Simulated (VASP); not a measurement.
**AgI: single point with PBE**

The system is AgI.

```
Ag I
1.0
     0.00000    3.38056    3.38056
     3.38056    0.00000    3.38056
     3.38056    3.38056    0.00000
Ag I
1 1
Cartesian
  0.0000 0.0000 0.0000
  1.6903 1.6903 1.6903
```

```yaml
Program: VASP 6.6.1
Task: single point
Functional: PBE
Potentials_or_basis: VASP PAW PBE potentials, release 64 (Ag, I)
Cutoff: 500 eV
k_mesh: 8 × 8 × 8
Occupations: gaussian, width 0.02 eV
Spin: no spin polarisation
```

* Pressure: -1.4 GPa
* Band gap on the k mesh: 1.35 eV

Levels at points of the mesh, in eV from the valence-band top:
| k point | band 5 | band 6 | band 7 | band 8 | band 9 | band 10 | band 11 | band 12 | band 13 | band 14 |
| --- | --- | --- | --- | --- | --- | --- | --- | --- | --- | --- |
| (0.00, 0.00, 0.00) | -2.61 | -2.61 | 0.00 | 0.00 | 0.00 | 1.35 | 5.94 | 5.94 | 5.94 | 8.80 |
| (0.50, 0.00, 0.00) | -2.58 | -2.58 | -2.50 | -0.57 | -0.57 | 2.81 | 6.37 | 6.37 | 6.97 | 9.16 |
| (0.50, 0.50, 0.00) | -2.54 | -2.52 | -2.19 | -1.42 | -1.42 | 3.85 | 3.94 | 8.15 | 9.23 | 9.23 |

It took 13 s on 1 thread of Intel(R) Xeon(R) 6975P-C (Granite Rapids), on a shared host, peak memory 0.22 GiB.

Caveat: spin-orbit coupling is left out, which moves the levels of the heavy elements. Expect the measured gap to be larger: semilocal functionals such as PBE lack the derivative discontinuity.
